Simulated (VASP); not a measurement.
## MoS2: single point with PBE+D3(BJ)

Crystal: MoS2.

```
Mo S
1.0
     3.14888    0.00000    0.00000
    -1.57444    2.72701    0.00000
     0.00000    0.00000    6.69517
Mo S
1 2
Direct
  0.00000 0.00000 0.00000
  0.33333 0.66667 0.23411
  0.33333 0.66667 0.76589
```

| Quantity | Value |
| --- | --- |
| Program | VASP 6.6.1 |
| Task | single point |
| Functional | PBE |
| Dispersion | D3(BJ) |
| Potentials or basis | VASP PAW PBE potentials, release 64 (Mo_sv, S) |
| Cutoff | 500 eV |
| k mesh | 12 × 12 × 2 |
| Occupations | gaussian, width 0.02 eV |
| Spin | no spin polarisation |

```
Pressure                   : -0.1 GPa
Largest force              : 0.011 eV/Å
Band gap on the k mesh     : 1.26 eV (least direct gap 1.77 eV)
Dispersion energy per atom : -0.395 eV
```

Forces in eV/Å, atoms in the order of the input:
```
Mo   0.000  0.000  0.000
S    0.000  0.000 -0.011
S    0.000  0.000  0.011
```

Stress tensor (GPa, compression positive):
```
-0.12  0.00  0.00
 0.00 -0.12  0.00
 0.00  0.00 -0.20
```

Levels at points of the mesh, in eV from the valence-band top:
| k point | band 10 | band 11 | band 12 | band 13 | band 14 | band 15 | band 16 | band 17 |
| --- | --- | --- | --- | --- | --- | --- | --- | --- |
| (0.00, 0.00, 0.00) | -1.83 | -1.83 | -1.51 | -0.89 | 2.48 | 2.48 | 2.64 | 2.64 |
| (0.50, 0.00, 0.00) | -3.54 | -1.98 | -1.33 | -1.25 | 1.97 | 2.37 | 3.86 | 4.08 |
| (0.00, 0.00, 0.50) | -2.95 | -1.85 | -1.85 | 0.00 | 2.42 | 2.42 | 2.73 | 2.73 |
| (0.50, 0.00, 0.50) | -3.57 | -2.76 | -1.26 | -0.85 | 1.99 | 2.56 | 3.23 | 3.90 |

It took 46 s on 1 thread of Intel Xeon 8259CL (shared host), peak memory 0.2 GiB.

Caveat: the k points lie up to 0.47 Å⁻¹ apart. A k mesh can miss the band edges.
